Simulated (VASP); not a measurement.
Runs of VASP 6.6.1 on PbSe. The structure is that of space group Fm-3m (No. 225), or close to it. The cells are those of the table. 

```tsv
task	cell	k mesh for the DOS	occupations for the DOS	gap on the mesh (eV)	pressure (GPa)
single point	a = 4.338 Å, angles 60.0°, 2 atoms	-	-	0.31	0.0
single point	a = 4.157 Å, angles 60.0°, 2 atoms	-	-	0.19	(b)
single point	a = 4.380 Å, angles 60.0°, 2 atoms	-	-	0.41	-1.4
single point	a = 4.294 Å, angles 60.0°, 2 atoms	-	-	(a)	1.7
single point	a = 4.423 Å, angles 60.0°, 2 atoms	-	-	0.49	-2.5
single point	a = 4.249 Å, angles 60.0°, 2 atoms	-	-	0.09	3.6
single point	a = 4.478 Å, angles 60.0°, 2 atoms	-	-	0.58	-2.5
single point	a = 4.203 Å, angles 60.0°, 2 atoms	-	-	0.04	5.9
```

Alike in all rows: level PBE+D3(BJ); potentials or basis VASP PAW PBE potentials, release 64 (Pb_d, Se); no spin polarisation; k mesh 10 × 10 × 10; cutoff (eV) 520; smearing gaussian 0.01 eV.

Estimate the missing entries.

(a) 0.21; (b) 8.6.

Caveats: spin-orbit coupling is left out, which moves the levels of the heavy elements.

A k mesh can miss the band edges, and the runs leave out spin-orbit coupling on Pb, Se.
